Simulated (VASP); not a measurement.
# NaCl (Fm-3m) in VASP: notebook

NaCl is run at these levels: PBE; tasks: single point.

All numbers are computed with VASP 6.6.1; they aren't measurements. Logs are shortened: lines on timing, memory, paths and dates and some standing lists are left out, and cuts for length are marked.

## Step 1: The cell of the first run

It takes space group Fm-3m (No. 225, cubic). Conventional cell: a = 5.381 Å, b = 5.381 Å, c = 5.381 Å, α = 90.00°, β = 90.00°, γ = 90.00°. Within 3.5 Å of Na (site symmetry m-3m) lie 6 Cl at 2.69 Å. Within 3.5 Å of Cl (site symmetry m-3m) lie 6 Na at 2.69 Å.

## Step 2: Single point, PBE (strain -4.0%)

INCAR reads:

```
  PREC = Accurate
  ENCUT = 520
  EDIFF = 1E-6
  ISMEAR = 0
  SIGMA = 0.01
  LREAL = False
  LASPH = True
  NELM = 80
  ALGO = Normal
  ISIF = 2
  LWAVE = False
  LCHARG = False
  GGA = PE
  NBANDS = 14
```

KPOINTS reads:

```
regular mesh
0
Gamma
  4 4 4
```

POSCAR reads:

```
NaCl
1.0
    0.0000000000      2.6905908724      2.6905908724
    2.6905908724      0.0000000000      2.6905908724
    2.6905908724      2.6905908724      0.0000000000
Na Cl
1 1
Direct
    0.0000000000      0.0000000000      0.0000000000
    0.5000000000      0.5000000000      0.5000000000
```

Potentials or basis: VASP PAW PBE potentials, release 64 (Na_pv, Cl).

Command:

```bash
> cat potpaw_PBE.64/Na_pv/POTCAR potpaw_PBE.64/Cl/POTCAR > POTCAR
> mpirun -np 1 vasp_std > vasp.out
```

OUTCAR:

```text
PREC = Accurate
   ENCUT = 520
   EDIFF = 1E-6
   ISMEAR = 0
   LREAL = False
   LASPH = True
   NELM = 80
   ISIF = 2
   GGA = PE

 ion  position               nearest neighbor table
   1  0.000  0.000  0.000-   2 2.69   2 2.69   2 2.69   2 2.69   2 2.69   2 2.69
   2  0.500  0.500  0.500-   1 2.69   1 2.69   1 2.69   1 2.69   1 2.69   1 2.69

  LATTYP: Found a face centered cubic cell.
 ALAT       =     5.3811817448

  Lattice vectors:

 A1 = (   0.0000000000,   2.6905908724,   2.6905908724)
 A2 = (   2.6905908724,   0.0000000000,   2.6905908724)
 A3 = (   2.6905908724,   2.6905908724,   0.0000000000)

Analysis of symmetry for initial positions (statically):
=====================================================================
 Subroutine PRICEL returns:
 Original cell was already a primitive cell.

 Routine SETGRP: Setting up the symmetry group for a
 face centered cubic supercell.

 Subroutine GETGRP returns: Found 48 space group operations
 (whereof 48 operations were pure point group operations)
 out of a pool of 48 trial point group operations.

The static configuration has the point symmetry O_h .

Analysis of symmetry for dynamics (positions and initial velocities):
=====================================================================
 Subroutine PRICEL returns:
 Original cell was already a primitive cell.

 Routine SETGRP: Setting up the symmetry group for a
 face centered cubic supercell.

 Subroutine GETGRP returns: Found 48 space group operations
 (whereof 48 operations were pure point group operations)
 out of a pool of 48 trial point group operations.

The dynamic configuration has the point symmetry O_h .

 Subroutine INISYM returns: Found 48 space group operations
 (whereof 48 operations are pure point group operations),
 and found     1 'primitive' translations

----------------------------------------------------------------------------------------

                                     Primitive cell

  volume of cell :      38.9559

  direct lattice vectors                    reciprocal lattice vectors
     0.000000000  2.690590872  2.690590872    -0.185832787  0.185832787  0.185832787
     2.690590872  0.000000000  2.690590872     0.185832787 -0.185832787  0.185832787
     2.690590872  2.690590872  0.000000000     0.185832787  0.185832787 -0.185832787

  length of vectors
     3.805070103  3.805070103  3.805070103     0.321871828  0.321871828  0.321871828

  position of ions in fractional coordinates (direct lattice)
     0.000000000  0.000000000  0.000000000
     0.500000000  0.500000000  0.500000000

  ion indices of the primitive-cell ions
   primitive index   ion index
                 1           1
                 2           2

----------------------------------------------------------------------------------------

 KPOINTS: regular mesh

Automatic generation of k-mesh.
 Grid dimensions read from file:
 generate k-points for:    4    4    4

 Generating k-lattice:

  Cartesian coordinates                     Fractional coordinates (reciprocal lattice)
    -0.046458197  0.046458197  0.046458197     0.250000000  0.000000000  0.000000000
     0.046458197 -0.046458197  0.046458197     0.000000000  0.250000000  0.000000000
     0.046458197  0.046458197 -0.046458197     0.000000000  0.000000000  0.250000000

  Length of vectors
     0.080467957  0.080467957  0.080467957

  Shift w.r.t. Gamma in fractional coordinates (k-lattice)
     0.000000000  0.000000000  0.000000000

 Subroutine IBZKPT returns following result:
 ===========================================

 Found      8 irreducible k-points:

 Following reciprocal coordinates:
            Coordinates               Weight
  0.000000  0.000000  0.000000      1.000000
  0.250000  0.000000  0.000000      8.000000
  0.500000  0.000000  0.000000      4.000000
  0.250000  0.250000  0.000000      6.000000
  0.500000  0.250000  0.000000     24.000000
 -0.250000  0.250000  0.000000     12.000000
  0.500000  0.500000  0.000000      3.000000
 -0.250000  0.500000  0.250000      6.000000
   k-points           NKPTS =      8   k-points in BZ     NKDIM =      8   number of bands    NBANDS=     14
   number of dos      NEDOS =    301   number of ions     NIONS =      2
   total plane-waves  NPLWV =  21952
   dimension x,y,z NGX =    28 NGY =   28 NGZ =   28
   dimension x,y,z NGXF=    56 NGYF=   56 NGZF=   56
   ions per type =               1   1
   NGX,Y,Z   is equivalent  to a cutoff of  12.23, 12.23, 12.23 a.u.
   NGXF,Y,Z  is equivalent  to a cutoff of  24.47, 24.47, 24.47 a.u.
 SYSTEM =  unknown system
   PREC   = accura    normal or accurate (medium, high low for compatibility)
   ISTART =      0    job   : 0-new  1-cont  2-samecut
   ICHARG =      2    charge: 1-file 2-atom 10-const
   ISPIN  =      1    spin polarized calculation?
   LNONCOLLINEAR =      F non collinear calculations
   LSORBIT =      F    spin-orbit coupling
   LASPH  =      T    aspherical Exc in radial PAW
   ENCUT  =  520.0 eV  38.22 Ry    6.18 a.u.   7.07  7.07  7.07*2*pi/ulx,y,z
   NELM   =     80;   NELMIN=  2; NELMDL= -5     # of ELM steps
   EDIFF  = 0.1E-05   stopping-criterion for ELM
   LREAL  =      F    real-space projection
   EDIFFG = 0.1E-04   stopping-criterion for IOM
   NSW    =      0    number of steps for IOM
   IBRION =     -1    ionic relax: 0-MD 1-quasi-New 2-CG
   NFREE  =      0    steps in history (QN), initial steepest desc. (CG)
   ISIF   =      2    stress and relaxation
   ISYM   =      2    0-nonsym 1-usesym 2-fastsym
   POTIM  = 0.5000    time-step for ionic-motion
   TEBEG  =    0.0;   TEEND  =   0.0 temperature during run
   PSTRESS=    0.0 pullay stress
   NELECT =      14.0000    total number of electrons
   NUPDOWN=      -1.0000    fix difference up-down
   EMIN   =  10.00;   EMAX   =-10.00  energy-range for DOS
   EFERMI =   0.00;   METHOD = LEGACY
   ISMEAR =     0;   SIGMA  =   0.01  broadening in eV -4-tet -1-fermi 0-gaus
   EFERMI_NEDOS =   21; number of points for ismear=-14 and -15
   IALGO  =     38    algorithm
   IMIX   =      4    mixing-type and parameters
     AMIX     =   0.40;   BMIX     =  1.00
     AMIX_MAG =   1.60;   BMIX_MAG =  1.00
  volume/ion in A,a.u.               =      19.48       131.44
  Fermi-wavevector in a.u.,A,eV,Ry     =   1.163929  2.199507 18.432232  1.354731
  Thomas-Fermi vector in A             =   2.300473
   LORBIT       =      0    0 simple, 1 ext, 2 COOP (PROOUT), +10 PAW based schemes
   GGA     = PE    functional components
   LHFCALC =     F    Hartree Fock is set to
   AEXX    =    0.0000 exact exchange contribution
   IVDW    =     0    specifies the selected vdW correction
   LEPSILON=     F    determine dielectric tensor
   LRPA    =     F    only Hartree local field effects (RPA)
 non-spin polarized calculation
 Gauss-broadening in eV      SIGMA  =   0.01
  energy-cutoff  :      520.00
  volume of cell :       38.96
 maximum number of plane-waves:      1067
   NGX = 15   NGY = 15   NGZ = 15

 number of electron      13.9999997 magnetization

 Free energy of the ion-electron system (eV)
  ---------------------------------------------------
  ext. energy  EPLUGINS =         0.00000000
  ---------------------------------------------------
  free energy    TOTEN  =        -6.65849536 eV

  energy without entropy =       -6.65849536  energy(sigma->0) =       -6.65849536

 E-fermi :   0.2296     XC(G=0):  -8.7851

 val. band max:        0.1724291887   @ k =   0.0000   0.0000   0.0000
 cond. band min:       5.8804790721   @ k =   0.0000   0.0000   0.0000
 fundamental gap:      5.7080498835
 Fermi energy:         0.2296422014

 k-point     1 :       0.0000    0.0000    0.0000
  band No.  band energies     occupation
      1     -20.4216      2.00000
      2     -20.4216      2.00000
      3     -20.4216      2.00000
      4     -12.8512      2.00000
      5       0.1724      2.00000
      6       0.1724      2.00000
      7       0.1724      2.00000
      8       5.8805      0.00000
      9      11.4016      0.00000
     10      11.4016      0.00000
     11      11.4017      0.00000
     12      13.7586      0.00000
     13      13.7586      0.00000
     14      15.6011      0.00000

 k-point     2 :       0.2500    0.0000    0.0000
  band No.  band energies     occupation
      1     -20.4504      2.00000
      2     -20.4234      2.00000
      3     -20.4234      2.00000
      4     -12.6055      2.00000
      5      -1.1839      2.00000
      6      -0.0110      2.00000
      7      -0.0110      2.00000
      8       7.3816      0.00000
      9      10.5398      0.00000
     10      11.8270      0.00000
     11      11.8270      0.00000
     12      13.8210      0.00000
     13      13.8210      0.00000
     14      16.9256      0.00000

 k-point     3 :       0.5000    0.0000    0.0000
  band No.  band energies     occupation
      1     -20.4784      2.00000
      2     -20.4252      2.00000
      3     -20.4252      2.00000
      4     -12.3395      2.00000
      5      -2.2184      2.00000
      6      -0.1814      2.00000
      7      -0.1814      2.00000
      8       7.6806      0.00000
      9      11.4693      0.00000
     10      11.4693      0.00000
     11      12.0023      0.00000
     12      16.1200      0.00000
     13      16.9444      0.00000
     14      16.9444      0.00000
[... 52 lines left out ...]
 k-point     7 :       0.5000    0.5000    0.0000
  band No.  band energies     occupation
      1     -20.4584      2.00000
      2     -20.4362      2.00000
      3     -20.4362      2.00000
      4     -12.2885      2.00000
      5      -1.8912      2.00000
      6      -0.5725      2.00000
      7      -0.5725      2.00000
      8       8.0845      0.00000
      9       8.1134      0.00000
     10      12.5479      0.00000
     11      15.9450      0.00000
     12      16.2687      0.00000
     13      16.2687      0.00000
     14      17.8267      0.00000

 k-point     8 :      -0.2500    0.5000    0.2500
  band No.  band energies     occupation
      1     -20.4473      2.00000
      2     -20.4472      2.00000
      3     -20.4410      2.00000
      4     -12.2569      2.00000
      5      -1.3184      2.00000
      6      -1.3184      2.00000
      7      -0.7852      2.00000
      8       9.5813      0.00000
      9      10.2235      0.00000
     10      10.2235      0.00000
     11      12.2467      0.00000
     12      17.0131      0.00000
     13      17.0131      0.00000
     14      17.5048      0.00000

------------------------ aborting loop because EDIFF is reached ----------------------------------------

  FORCE on cell =-STRESS in cart. coord.  units (eV):
  Direction    XX          YY          ZZ          XY          YZ          ZX
  --------------------------------------------------------------------------------------
  -------------------------------------------------------------------------------------
  Total        1.4621329      1.4621329      1.4621329      0.0000000     -0.0000000      0.0000000
  in kB       60.1346002     60.1346002     60.1346002      0.0000000     -0.0000000      0.0000000
  external PRESSURE =      60.1346002 kB  Pullay stress =       0.0000000 kB

 VOLUME and BASIS-vectors are now :
 -----------------------------------------------------------------------------
  energy-cutoff  :      520.00
  volume of cell :       38.96
      direct lattice vectors                 reciprocal lattice vectors
     0.000000000  2.690590872  2.690590872    -0.185832787  0.185832787  0.185832787
     2.690590872  0.000000000  2.690590872     0.185832787 -0.185832787  0.185832787
     2.690590872  2.690590872  0.000000000     0.185832787  0.185832787 -0.185832787

 POSITION                                       TOTAL-FORCE (eV/Angst)
 -----------------------------------------------------------------------------------
      0.00000      0.00000      0.00000        -0.000000      0.000000      0.000000
      2.69059      2.69059      2.69059         0.000000     -0.000000     -0.000000
 -----------------------------------------------------------------------------------
    total drift:                                0.000000      0.000000      0.000000

  FREE ENERGIE OF THE ION-ELECTRON SYSTEM (eV)
  ---------------------------------------------------
  free  energy   TOTEN  =        -6.6584953556 eV

  energy  without entropy=       -6.6584953556  energy(sigma->0) =       -6.65849536
```

Wall time 3.8 s (1 thread of Intel Xeon Platinum 8488C (Sapphire Rapids), shared host); peak memory 0.14 GiB.

What came out:

```
Free energy            : -6.6585 eV
Pressure               : 6.0 GPa
Band gap on the k mesh : 5.71 eV
```

Caveat: the k points lie up to 0.51 Å⁻¹ apart; the cell differs from its parent crystal (strain -4.0%).

## Step 3: Single point, PBE (strain -3.0%)

INCAR reads:

```
ALGO     = Normal         # electronic algorithm
EDIFF    = 1E-6           # SCF threshold, eV
ENCUT    = 520            # plane-wave cutoff, eV
GGA      = PE             # functional
ISIF     = 2              # what is computed and relaxed
ISMEAR   = 0              # smearing method
LASPH    = T              # aspherical terms in the spheres
LCHARG   = F              # write CHGCAR
LREAL    = F              # projectors in reciprocal space
LWAVE    = F              # write WAVECAR
NBANDS   = 14             # bands
NELM     = 100            # most SCF steps
PREC     = Accurate       # precision mode
SIGMA    = 0.01           # smearing width, eV
```

KPOINTS reads:

```
k-points
0
Gamma
  4 4 4
```

POSCAR reads:

```
NaCl
1.0
    0.0000000000      2.7186178606      2.7186178606
    2.7186178606      0.0000000000      2.7186178606
    2.7186178606      2.7186178606      0.0000000000
Na Cl
1 1
Direct
    0.0000000000      0.0000000000      0.0000000000
    0.5000000000      0.5000000000      0.5000000000
```

Potentials or basis: VASP PAW PBE potentials, release 64 (Na_pv, Cl).

Command:

```bash
> cat potpaw_PBE.64/Na_pv/POTCAR potpaw_PBE.64/Cl/POTCAR > POTCAR
> mpirun -np 1 vasp_std > vasp.out
```

Run time: 4.7 s. Hardware: 1 thread of Intel Xeon Platinum 8488C (Sapphire Rapids), shared host; peak memory 0.15 GiB.

The run converged. Its results:

| Quantity | Value |
| --- | --- |
| Free energy | -6.6994 eV |
| Pressure | 4.6 GPa |
| Band gap on the k mesh | 5.56 eV |

Levels at points of the mesh, in eV from the valence-band top:
| k point | band 5 | band 6 | band 7 | band 8 | band 9 | band 10 |
| --- | --- | --- | --- | --- | --- | --- |
| (0.00, 0.00, 0.00) | 0.00 | 0.00 | 0.00 | 5.56 | 11.21 | 11.21 |
| (0.50, 0.00, 0.00) | -2.28 | -0.33 | -0.33 | 7.46 | 11.23 | 11.23 |
| (0.50, 0.50, 0.00) | -1.97 | -0.71 | -0.71 | 7.85 | 7.96 | 12.13 |

Caveat: the k points lie up to 0.50 Å⁻¹ apart; the cell differs from its parent crystal (strain -3.0%).

(Continued in part 2 of 2.)
